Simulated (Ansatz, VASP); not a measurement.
# One calculation of Ga2GeTeSe, two programs

The input INCAR:

```
  ALGO = Normal
  EDIFF = 1E-6
  ENCUT = 520
  GGA = PE
  ISIF = 2
  ISMEAR = 0
  LASPH = T
  LCHARG = F
  LREAL = F
  LWAVE = F
  NBANDS = 34
  NELM = 80
  PREC = Accurate
  SIGMA = 0.1
```

KPOINTS

```
k-points
0
Gamma
  6 6 2
```

Contents of POSCAR:

```
Ga2GeTeSe
1.0
    1.8913343900     -3.8207148800      0.0000000000
    1.8913343900      3.8207148800      0.0000000000
    0.0000000000      0.0000000000      8.2296907500
Ga Ge Te Se
2 1 1 1
Direct
    0.2454551000      0.7545449000      0.0000000000
    0.7545449000      0.2454551000      0.0000000000
    0.0000000000      0.0000000000      0.0000000000
    0.5000000000      0.5000000000      0.5000000000
    0.5000000000      0.5000000000      0.0000000000
```

Input for Ansatz:

```yaml
crystal:
  lattice:
    - [1.89133439, -3.82071488, 0.0]
    - [1.89133439, 3.82071488, 0.0]
    - [0.0, 0.0, 8.22969075]
  atoms:
    - { symbol: Ga, position: [0.2454551, 0.7545449, 0.0] }
    - { symbol: Ga, position: [0.7545449, 0.2454551, 0.0] }
    - { symbol: Ge, position: [0.0, 0.0, 0.0] }
    - { symbol: Te, position: [0.5, 0.5, 0.5] }
    - { symbol: Se, position: [0.5, 0.5, 0.0] }
basis:
  ecutwfc: 420
kpoints:
  mp_grid: { grid: [6, 6, 2] }
hamiltonian:
  xc: pbe
scf:
  occupations: { method: gaussian, width: 0.1 }
  lower_state_search: "off"
output:
  forces: true
  stress: true
  eigenvalues: true
```

Alike in both runs: task single point; functional PBE; k mesh 6 × 6 × 2; occupations gaussian, width 0.1 eV; no spin polarisation.

|  | VASP | Ansatz |
| --- | --- | --- |
| version | VASP 6.6.1 | Ansatz 0.2.0 |
| potentials or method | VASP PAW PBE potentials, release 64 (Ga_d, Ge_d, Te, Se), cutoff 520 eV | scalar-relativistic, plane waves, PAW |
| valence electrons in the cell | 52 | 72 |

|  | VASP | Ansatz | Ansatz less VASP |
| --- | --- | --- | --- |
| gap on the k mesh at the Fermi level (eV) | none | none | - |
| rms of the force components (eV/Å) | 1.108 | 0.855 | -0.2527 |

Atom by atom the forces differ by 0.253 eV/Å (rms over components). A gap of «none» marks a metal or a gap that the smearing closes. VASP's potentials hold 52 valence electrons a cell and Ansatz's 72, so a difference there can come from the potentials and not from the codes.

The k mesh is coarse, so the values compare programs but aren't converged. Neither program's run includes spin-orbit coupling.
